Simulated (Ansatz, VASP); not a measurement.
O in VASP and in Ansatz

INCAR

```
SYSTEM = O
ALGO     = Normal         ! electronic algorithm
EDIFF    = 1E-6           ! SCF threshold, eV
EDIFFG   = -0.01          ! ionic threshold
ENCUT    = 520            ! plane-wave cutoff, eV
GGA      = PS             ! functional
IBRION   = 2              ! ionic algorithm
ISIF     = 2              ! what is computed and relaxed
ISMEAR   = 1              ! smearing method
ISPIN    = 2              ! spin polarisation
LASPH    = .TRUE.         ! aspherical terms in the spheres
LCHARG   = .FALSE.        ! write CHGCAR
LORBIT   = 11             ! projections on sites
LREAL    = .FALSE.        ! projectors in reciprocal space
LWAVE    = .FALSE.        ! write WAVECAR
MAGMOM   = 1 1            ! initial moments
NELM     = 150            ! most SCF steps
NSW      = 80             ! ionic steps
PREC     = Accurate       ! precision mode
SIGMA    = 0.05           ! smearing width, eV
```

Contents of KPOINTS:

```
k-points
0
G
  1 1 1
  0 0 0
```

File POSCAR:

```
O
1.0
    9.0000000000      0.0000000000      0.0000000000
    0.0000000000      9.5000000000      0.0000000000
    0.0000000000      0.0000000000     10.0000000000
O
2
Direct
    0.5000000000      0.5000000000      0.4385000000
    0.5000000000      0.5000000000      0.5615000000
```

Input for Ansatz:

```yaml
crystal:
  lattice:
    - [9.0, 0.0, 0.0]
    - [0.0, 9.5, 0.0]
    - [0.0, 0.0, 10.0]
  atoms:
    - { symbol: O, position: [0.5, 0.5, 0.4385] }
    - { symbol: O, position: [0.5, 0.5, 0.5615] }
accuracy: medium
basis:
  ecutwfc: 460.0
kpoints:
  mp_grid:
    grid: [1, 1, 1]
hamiltonian:
  xc: pbesol
magnetization:
  spin_polarized: true
  per_species:
    O: 1.0
scf:
  max_iter: 80
  mixing:
    algorithm: anderson
    beta: 0.1
  occupations:
    method: cold
    width: 0.05
  eigensolver:
    kind: auto
    mixed_precision: false
relax:
  f_tol: 0.01
output:
  stress: true
```

Alike in both runs: task relaxation of the atoms; functional PBEsol; k mesh 1 × 1 × 1; collinear spin.

|  | VASP | Ansatz |
| --- | --- | --- |
| version | VASP 6.6.1 | Ansatz 0.2.0 |
| potentials or method | VASP PAW PBE potentials, release 64 (O), cutoff 520 eV | plane waves, PAW |
| occupations | methfessel-paxton of order 1, width 0.05 eV | cold, width 0.05 eV |
| valence electrons in the cell | 12 | 12 |

```csv
,VASP,Ansatz,Ansatz less VASP
net moment per atom (μB),1.00,1.00,0.000
size of the moment on the site where the two differ most (μB),0.81,0.55,-0.258
```

VASP's potentials were made for PBE, not for PBEsol. Site moments also hang on the region over which each program counts them. Ansatz's warnings: end state compared, stress scf threshold loose.

Noted on VASP's run: the standard files for N, O and F lose accuracy on very short bonds.
